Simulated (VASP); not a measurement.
A run of VASP 6.6.1 is set up as follows.

The input INCAR:

```
PREC = Accurate
ENCUT = 520
EDIFF = 1E-6
ISMEAR = -1
SIGMA = 0.1
LREAL = False
LASPH = True
NELM = 80
ALGO = Normal
ISIF = 2
LWAVE = False
LCHARG = False
GGA = PS
NBANDS = 9
```

The input KPOINTS:

```
Automatic mesh
0
Gamma
  13 13 13
```

File POSCAR:

```
Te
1.0
    0.0000000000      2.4072888087      2.4072888087
    2.4072888087      0.0000000000      2.4072888087
    2.4072888087      2.4072888087      0.0000000000
Te
1
Direct
    0.0000000000      0.0000000000      0.0000000000
```

Potentials or basis: VASP PAW PBE potentials, release 64 (Te).

Run with:

```sh
$ cat potpaw_PBE.64/Te/POTCAR > POTCAR
$ mpirun -np 1 vasp_std > vasp.out
```

(1) What does it give for the band gap on the k mesh?

(2) Estimate the pressure.

## Answers

(1) zero (band 3 reaches 11.05 eV, above the bottom of band 4 at 5.98 eV).

(2) -2.4 GPa.

Caveat: the PAW data sets were made with another functional, which shifts forces and pressure a little; spin-orbit coupling is left out, which moves the levels of the heavy elements.
